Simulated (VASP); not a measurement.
# Se (Pm-3m) in VASP: settings compared

The runs below take Se through single point, with PBEsol, PBEsol+D3(BJ).

All numbers are computed with VASP 6.6.1; they aren't measurements. Logs are shortened: lines on timing, memory, paths and dates and some standing lists are left out, and cuts for length are marked.

## Step 1: The cell of the first run

Symmetry: Pm-3m, No. 221, cubic system. The conventional cell has a = 2.791 Å, b = 2.791 Å, c = 2.791 Å, α = 90.00°, β = 90.00°, γ = 90.00°. Within 3.7 Å of Se (site symmetry m-3m) lie 6 Se at 2.79 Å.

## Step 2: Single point, PBEsol

INCAR reads:

```
PREC     = Accurate       # precision mode
ENCUT    = 520            # plane-wave cutoff, eV
EDIFF    = 1E-7           # SCF threshold, eV
ISMEAR   = -1             # smearing method
SIGMA    = 0.05           # smearing width, eV
LREAL    = F              # projectors in reciprocal space
LASPH    = T              # aspherical terms in the spheres
NELM     = 100            # most SCF steps
ALGO     = Normal         # electronic algorithm
ISIF     = 2              # what is computed and relaxed
LWAVE    = F              # write WAVECAR
LCHARG   = T              # write CHGCAR
GGA      = PS             # functional
LELF     = T              # ELF
LVHAR    = T            
NBANDS   = 9              # bands
```

KPOINTS reads:

```
regular mesh
0
Gamma
  9 9 9
```

POSCAR reads:

```
Se
1.0
    2.7910775436      0.0000000000      0.0000000000
    0.0000000000      2.7910775436      0.0000000000
    0.0000000000      0.0000000000      2.7910775436
Se
1
Direct
    0.0000000000      0.0000000000      0.0000000000
```

Potentials or basis: VASP PAW PBE potentials, release 64 (Se).

Run with:

```sh
$ cat potpaw_PBE.64/Se/POTCAR > POTCAR
$ mpirun -np 1 vasp_std > vasp.out
```

OUTCAR:

```text
PREC = Accurate
   ENCUT = 520
   EDIFF = 1E-7
   ISMEAR = -1
   LREAL = F
   LASPH = T
   NELM = 100
   ISIF = 2
   GGA = PS

 ion  position               nearest neighbor table
   1  0.000  0.000  0.000-

  LATTYP: Found a simple cubic cell.
 ALAT       =     2.7910775436

  Lattice vectors:

 A1 = (   2.7910775436,   0.0000000000,   0.0000000000)
 A2 = (   0.0000000000,   2.7910775436,   0.0000000000)
 A3 = (   0.0000000000,   0.0000000000,   2.7910775436)

Analysis of symmetry for initial positions (statically):
=====================================================================
 Subroutine PRICEL returns:
 Original cell was already a primitive cell.

 Routine SETGRP: Setting up the symmetry group for a
 simple cubic supercell.

 Subroutine GETGRP returns: Found 48 space group operations
 (whereof 48 operations were pure point group operations)
 out of a pool of 48 trial point group operations.

The static configuration has the point symmetry O_h .

Analysis of symmetry for dynamics (positions and initial velocities):
=====================================================================
 Subroutine PRICEL returns:
 Original cell was already a primitive cell.

 Routine SETGRP: Setting up the symmetry group for a
 simple cubic supercell.

 Subroutine GETGRP returns: Found 48 space group operations
 (whereof 48 operations were pure point group operations)
 out of a pool of 48 trial point group operations.

The dynamic configuration has the point symmetry O_h .

 Subroutine INISYM returns: Found 48 space group operations
 (whereof 48 operations are pure point group operations),
 and found     1 'primitive' translations

----------------------------------------------------------------------------------------

                                     Primitive cell

  volume of cell :      21.7428

  direct lattice vectors                    reciprocal lattice vectors
     2.791077544  0.000000000  0.000000000     0.358284564  0.000000000  0.000000000
     0.000000000  2.791077544  0.000000000     0.000000000  0.358284564  0.000000000
     0.000000000  0.000000000  2.791077544     0.000000000  0.000000000  0.358284564

  length of vectors
     2.791077544  2.791077544  2.791077544     0.358284564  0.358284564  0.358284564

  position of ions in fractional coordinates (direct lattice)
     0.000000000  0.000000000  0.000000000

  ion indices of the primitive-cell ions
   primitive index   ion index
                 1           1

----------------------------------------------------------------------------------------

 KPOINTS: regular mesh

Automatic generation of k-mesh.
 Grid dimensions read from file:
 generate k-points for:    9    9    9

 Generating k-lattice:

  Cartesian coordinates                     Fractional coordinates (reciprocal lattice)
     0.039809396  0.000000000  0.000000000     0.111111111  0.000000000  0.000000000
     0.000000000  0.039809396  0.000000000     0.000000000  0.111111111  0.000000000
     0.000000000  0.000000000  0.039809396     0.000000000  0.000000000  0.111111111

  Length of vectors
     0.039809396  0.039809396  0.039809396

  Shift w.r.t. Gamma in fractional coordinates (k-lattice)
     0.000000000  0.000000000  0.000000000

 Subroutine IBZKPT returns following result:
 ===========================================

 Found     35 irreducible k-points:

 Following reciprocal coordinates:
            Coordinates               Weight
  0.000000  0.000000  0.000000      1.000000
  0.111111  0.000000  0.000000      6.000000
  0.222222  0.000000  0.000000      6.000000
  0.333333  0.000000  0.000000      6.000000
  0.444444  0.000000  0.000000      6.000000
  0.111111  0.111111  0.000000     12.000000
[... 16 lines left out ...]
  0.333333  0.333333  0.111111     24.000000
  0.444444  0.333333  0.111111     48.000000
 [... further k-points ...]
   k-points           NKPTS =     35   k-points in BZ     NKDIM =     35   number of bands    NBANDS=      9
   number of dos      NEDOS =    301   number of ions     NIONS =      1
   total plane-waves  NPLWV =  13824
   dimension x,y,z NGX =    24 NGY =   24 NGZ =   24
   dimension x,y,z NGXF=    48 NGYF=   48 NGZF=   48
   ions per type =               1
   NGX,Y,Z   is equivalent  to a cutoff of  14.30, 14.30, 14.30 a.u.
   NGXF,Y,Z  is equivalent  to a cutoff of  28.59, 28.59, 28.59 a.u.
 SYSTEM =  unknown system
   PREC   = accura    normal or accurate (medium, high low for compatibility)
   ISTART =      0    job   : 0-new  1-cont  2-samecut
   ICHARG =      2    charge: 1-file 2-atom 10-const
   ISPIN  =      1    spin polarized calculation?
   LNONCOLLINEAR =      F non collinear calculations
   LSORBIT =      F    spin-orbit coupling
   LASPH  =      T    aspherical Exc in radial PAW
   ENCUT  =  520.0 eV  38.22 Ry    6.18 a.u.   5.19  5.19  5.19*2*pi/ulx,y,z
   NELM   =    100;   NELMIN=  2; NELMDL= -5     # of ELM steps
   EDIFF  = 0.1E-06   stopping-criterion for ELM
   LREAL  =      F    real-space projection
   EDIFFG = 0.1E-05   stopping-criterion for IOM
   NSW    =      0    number of steps for IOM
   IBRION =     -1    ionic relax: 0-MD 1-quasi-New 2-CG
   NFREE  =      0    steps in history (QN), initial steepest desc. (CG)
   ISIF   =      2    stress and relaxation
   ISYM   =      2    0-nonsym 1-usesym 2-fastsym
   POTIM  = 0.5000    time-step for ionic-motion
   TEBEG  =    0.0;   TEEND  =   0.0 temperature during run
   PSTRESS=    0.0 pullay stress
   NELECT =       6.0000    total number of electrons
   NUPDOWN=      -1.0000    fix difference up-down
   EMIN   =  10.00;   EMAX   =-10.00  energy-range for DOS
   EFERMI =   0.00;   METHOD = LEGACY
   ISMEAR =    -1;   SIGMA  =   0.05  broadening in eV -4-tet -1-fermi 0-gaus
   EFERMI_NEDOS =   21; number of points for ismear=-14 and -15
   IALGO  =     38    algorithm
   IMIX   =      4    mixing-type and parameters
     AMIX     =   0.40;   BMIX     =  1.00
     AMIX_MAG =   1.60;   BMIX_MAG =  1.00
  volume/ion in A,a.u.               =      21.74       146.73
  Fermi-wavevector in a.u.,A,eV,Ry     =   1.065827  2.014121 15.456041  1.135987
  Thomas-Fermi vector in A             =   2.201391
   LORBIT       =      0    0 simple, 1 ext, 2 COOP (PROOUT), +10 PAW based schemes
   GGA     = PS    functional components
   LHFCALC =     F    Hartree Fock is set to
   AEXX    =    0.0000 exact exchange contribution
   IVDW    =     0    specifies the selected vdW correction
   LEPSILON=     F    determine dielectric tensor
   LRPA    =     F    only Hartree local field effects (RPA)
 non-spin polarized calculation
  energy-cutoff  :      520.00
  volume of cell :       21.74
 maximum number of plane-waves:       600
 NGX is ok and might be reduce to    24
   NGX = 11   NGY = 11   NGZ = 11

 number of electron       6.0000000 magnetization

 Free energy of the ion-electron system (eV)
  ---------------------------------------------------
  ext. energy  EPLUGINS =         0.00000000
  ---------------------------------------------------
  free energy    TOTEN  =        -3.75786372 eV

  energy without entropy =       -3.75099248  energy(sigma->0) =       -3.75442810

 E-fermi :   5.0503     XC(G=0): -10.2508

 val. band max:        5.0353769877   @ k =   0.1111   0.1111   0.1111
 cond. band min:       5.1385645242   @ k =   0.1111   0.1111   0.1111
 fundamental gap:      0.1031875364
 Fermi energy:         5.0503328477

 k-point     1 :       0.0000    0.0000    0.0000
  band No.  band energies     occupation
      1     -11.3445      2.00000
      2       6.5068      0.00000
      3       6.5068      0.00000
      4       6.5068      0.00000
      5      12.7204      0.00000
      6      12.7204      0.00000
      7      12.9193      0.00000
      8      27.6554      0.00000
      9      27.6554      0.00000

 k-point     2 :       0.1111    0.0000    0.0000
  band No.  band energies     occupation
      1     -11.1609      2.00000
      2       4.7494      1.99515
      3       6.6520      0.00000
      4       6.6520      0.00000
      5      12.9037      0.00000
      6      13.0703      0.00000
      7      14.9113      0.00000
      8      25.1294      0.00000
      9      25.1294      0.00000

 k-point     3 :       0.2222    0.0000    0.0000
  band No.  band energies     occupation
      1     -10.6372      2.00000
      2       1.9265      2.00000
      3       7.0504      0.00000
      4       7.0504      0.00000
      5      13.4297      0.00000
      6      13.7189      0.00000
      7      18.5427      0.00000
      8      22.2774      0.00000
      9      22.2774      0.00000

 k-point     4 :       0.3333    0.0000    0.0000
  band No.  band energies     occupation
      1      -9.8865      2.00000
      2      -0.5283      2.00000
      3       7.5729      0.00000
      4       7.5729      0.00000
      5      14.1938      0.00000
      6      14.7858      0.00000
      7      19.7958      0.00000
      8      20.0616      0.00000
      9      20.0616      0.00000

 k-point     5 :       0.4444    0.0000    0.0000
  band No.  band energies     occupation
      1      -9.2331      2.00000
      2      -2.0613      2.00000
      3       7.9702      0.00000
      4       7.9702      0.00000
      5      14.8758      0.00000
      6      16.2193      0.00000
      7      18.1765      0.00000
      8      18.8076      0.00000
      9      18.8076      0.00000

 k-point     6 :       0.1111    0.1111    0.0000
  band No.  band energies     occupation
      1     -10.9774      2.00000
      2       4.8807      1.93490
      3       4.9391      1.80489
      4       6.7966      0.00000
      5      13.1846      0.00000
      6      15.0110      0.00000
      7      15.1323      0.00000
      8      22.8375      0.00000
      9      24.8859      0.00000
[... 169 lines left out ...]
 k-point    21 :       0.3333    0.2222    0.1111
  band No.  band energies     occupation
      1      -8.9994      2.00000
      2       0.3130      2.00000
      3       3.4049      2.00000
      4       6.5442      0.00000
      5      13.4327      0.00000
      6      16.7607      0.00000
      7      18.3459      0.00000
      8      20.2073      0.00000
      9      22.2974      0.00000

 k-point    22 :       0.4444    0.2222    0.1111
  band No.  band energies     occupation
      1      -8.3474      2.00000
      2      -1.2099      2.00000
      3       3.9441      2.00000
      4       7.0141      0.00000
      5      12.1265      0.00000
      6      16.2067      0.00000
      7      18.2425      0.00000
      8      20.7662      0.00000
      9      23.1995      0.00000

 k-point    23 :       0.3333    0.3333    0.1111
  band No.  band energies     occupation
      1      -8.2514      2.00000
      2       0.9496      2.00000
      3       1.0481      2.00000
      4       7.1097      0.00000
      5      11.1385      0.00000
      6      17.2111      0.00000
      7      18.7547      0.00000
      8      19.4225      0.00000
      9      25.2105      0.00000

 k-point    24 :       0.4444    0.3333    0.1111
  band No.  band energies     occupation
      1      -7.5994      2.00000
      2      -0.5159      2.00000
      3       1.5672      2.00000
      4       7.5552      0.00000
      5       9.7098      0.00000
      6      16.9766      0.00000
      7      18.5283      0.00000
      8      20.0413      0.00000
      9      24.8688      0.00000

 [... further k-points ...]

------------------------ aborting loop because EDIFF is reached ----------------------------------------

  FORCE on cell =-STRESS in cart. coord.  units (eV):
  Direction    XX          YY          ZZ          XY          YZ          ZX
  --------------------------------------------------------------------------------------
  -------------------------------------------------------------------------------------
  Total        0.0080702      0.0080702      0.0080702      0.0000000     -0.0000000     -0.0000000
  in kB        0.5946751      0.5946751      0.5946751      0.0000000     -0.0000000     -0.0000000
  external PRESSURE =       0.5946751 kB  Pullay stress =       0.0000000 kB

 VOLUME and BASIS-vectors are now :
 -----------------------------------------------------------------------------
  energy-cutoff  :      520.00
  volume of cell :       21.74
      direct lattice vectors                 reciprocal lattice vectors
     2.791077544  0.000000000  0.000000000     0.358284564  0.000000000  0.000000000
     0.000000000  2.791077544  0.000000000     0.000000000  0.358284564  0.000000000
     0.000000000  0.000000000  2.791077544     0.000000000  0.000000000  0.358284564

 POSITION                                       TOTAL-FORCE (eV/Angst)
 -----------------------------------------------------------------------------------
      0.00000      0.00000      0.00000         0.000000      0.000000      0.000000
 -----------------------------------------------------------------------------------
    total drift:                               -0.000000      0.000000      0.000000

  FREE ENERGIE OF THE ION-ELECTRON SYSTEM (eV)
  ---------------------------------------------------
  free  energy   TOTEN  =        -3.7578637246 eV

  energy  without entropy=       -3.7509924754  energy(sigma->0) =       -3.75442810
```

Wall time 7.3 s (1 thread of Intel Xeon 6975P-C, shared host); peak memory 0.13 GiB.

Results:

| Item | Value |
| --- | --- |
| Free energy | -3.7579 eV |
| Pressure | 0.1 GPa |
| Band gap on the k mesh | zero (band 3 reaches 7.97 eV, above the bottom of band 4 at 1.71 eV) |

Levels at points of the mesh, in eV from the Fermi level:
| k point | band 1 | band 2 | band 3 | band 4 | band 5 | band 6 | band 7 |
| --- | --- | --- | --- | --- | --- | --- | --- |
| (0.00, 0.00, 0.00) | -16.39 | 1.46 | 1.46 | 1.46 | 7.67 | 7.67 | 7.87 |

Caveat: the PAW data sets were made with another functional, which shifts forces and pressure a little.

## Step 3: Single point, PBEsol+D3(BJ)

This run uses another cell than the first one, of 21.04 Å³/atom, 0.968 times its volume.

INCAR reads:

```
SYSTEM = Se
PREC     = Accurate       ! precision mode
ENCUT    = 520            ! plane-wave cutoff, eV
EDIFF    = 1E-7           ! SCF threshold, eV
ISMEAR   = -1             ! smearing method
SIGMA    = 0.05           ! smearing width, eV
LREAL    = .False.        ! projectors in reciprocal space
LASPH    = .True.         ! aspherical terms in the spheres
NELM     = 60             ! most SCF steps
ALGO     = Normal         ! electronic algorithm
ISIF     = 2              ! what is computed and relaxed
LWAVE    = .False.        ! write WAVECAR
LCHARG   = .True.         ! write CHGCAR
GGA      = PS             ! functional
IVDW     = 12             ! dispersion correction
LELF     = .True.         ! ELF
LVHAR    = .True.       
NBANDS   = 9              ! bands
```

KPOINTS reads:

```
Automatic mesh
0
Gamma
  9 9 9
  0 0 0
```

POSCAR reads:

```
Se
1.0
    2.7607726571      0.0000000000      0.0000000000
    0.0000000000      2.7607726571      0.0000000000
    0.0000000000      0.0000000000      2.7607726571
Se
1
Direct
    0.0000000000      0.0000000000      0.0000000000
```

Potentials or basis: VASP PAW PBE potentials, release 64 (Se).

Run with:

```sh
$ cat potpaw_PBE.64/Se/POTCAR > POTCAR
$ mpirun -np 1 vasp_std > vasp.out
```

It took 5.4 s on 1 thread of Intel Xeon 6975P-C, shared host; peak memory 0.14 GiB.

It converged, with:

| Item | Value |
| --- | --- |
| Free energy | -4.1088 eV |
| Pressure | 0.1 GPa |
| Band gap on the k mesh | zero (band 3 reaches 8.52 eV, above the bottom of band 4 at 2.01 eV) |
| Dispersion energy per atom | -0.357 eV |

Levels at points of the mesh, in eV from the Fermi level:
```csv
k point,band 1,band 2,band 3,band 4,band 5,band 6,band 7
"(0.00, 0.00, 0.00)",-16.72,1.50,1.50,1.50,7.60,7.60,8.05
```

Caveat: the PAW data sets were made with another functional, which shifts forces and pressure a little; pairwise dispersion overbinds metals, which lowers pressure and volume.
